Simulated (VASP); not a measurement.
Set up this calculation in VASP 6.6.1, as the native input.

| Item | Value |
| --- | --- |
| Task | single point |
| Functional | PBEsol |
| Potentials or basis | VASP PAW PBE potentials, release 64 (W_sv, F) |
| Cutoff | 520 eV |
| k mesh | 3 × 4 × 1 |
| Occupations | gaussian, width 0.1 eV |
| Spin | no spin polarisation |
| Dipole correction | no |
| Further INCAR settings | LREAL = Auto; ALGO = Normal; EDIFF = 1e-06; NBANDS = 130 |

The structure of W16F lies in POSCAR:

```
W16F
1.0
    6.3200000000      0.0000000000      0.0000000000
    3.1600000000      4.4689150000      0.0000000000
    0.0000000000      0.0000000000     18.7033720000
W F
16 1
Direct
   -0.2500000000      0.5000000000      0.0534663000
    0.2500000000      0.5000000000      0.0534663000
   -0.2500000000      1.0000000000      0.0534663000
    0.2500000000      1.0000000000      0.0534663000
    0.0000716676      0.0011012154      0.1694296766
    0.5008727737     -0.0002027686      0.1693126423
    0.0002636994      0.4991239146      0.1694311883
    0.4993951575      0.5006963630      0.1692958026
   -0.2519810254      0.5042558779      0.2891452927
    0.2515905474      0.4979901770      0.2889428274
   -0.2510635424      1.0028794302      0.2889130847
    0.2526568725      0.9964720899      0.2891457379
    0.0076301064     -0.0058848861      0.4023203613
    0.5068148875     -0.0066091350      0.4073744552
   -0.0070661893      0.5070229414      0.4023372592
    0.4938897047      0.5073671518      0.4073691448
    0.4995453469      0.2509823205      0.4937792466
```

One way to write it, as run:

INCAR

```
  PREC = Accurate
  ENCUT = 520
  EDIFF = 1E-6
  ISMEAR = 0
  SIGMA = 0.1
  LREAL = Auto
  LASPH = True
  NELM = 60
  ALGO = Normal
  ISIF = 2
  LWAVE = False
  LCHARG = False
  GGA = PS
  NBANDS = 130
```

KPOINTS

```
Automatic mesh
0
Gamma
  3 4 1
```

Potentials or basis: VASP PAW PBE potentials, release 64 (W_sv, F).

The run is started by

```bash
$ cat potpaw_PBE.64/W_sv/POTCAR potpaw_PBE.64/F/POTCAR > POTCAR
$ mpirun -np 1 vasp_std > vasp.out
```

It gave:

| Item | Value |
| --- | --- |
| Largest force | 0.149 eV/Å |
| Band gap on the k mesh | zero (an odd number of electrons rules out a gap without spin polarisation) |

Caveat: the PAW data sets were made with another functional, which shifts forces and pressure a little; spin-orbit coupling is left out, which moves the levels of the heavy elements; an odd number of electrons without spin polarisation forces a metal; a magnetic or distorted state may lie lower.

It took 14 min on 1 thread of Intel(R) Xeon(R) 6975P-C (Granite Rapids), with other jobs on the host, peak memory 0.75 GiB.
